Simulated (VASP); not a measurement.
The system is HfB.

```
Hf B
1.0
     0.00000    2.32530    2.32530
     2.32530    0.00000    2.32530
     2.32530    2.32530    0.00000
Hf B
1 1
Direct
  0.50000 0.50000 0.50000
  0.00000 0.00000 0.00000
```

Base run:

| Item | Value |
| --- | --- |
| Program | VASP 6.6.1 |
| Functional | LDA |
| Potentials or basis | VASP PAW LDA potentials, release 64 (Hf_pv, B) |
| Cutoff | 520 eV |
| k mesh | 10 × 10 × 10 |
| Occupations | fermi-dirac, width 0.05 eV |
| Spin | no spin polarisation |

Its results: pressure 14.6 GPa.

The run is repeated on the same cell with these changes: functional from LDA to PBE; potentials or basis from VASP PAW LDA potentials, release 64 (Hf_pv, B) to VASP PAW PBE potentials, release 64 (Hf_pv, B). What comes out?

Pressure 25.1 GPa.
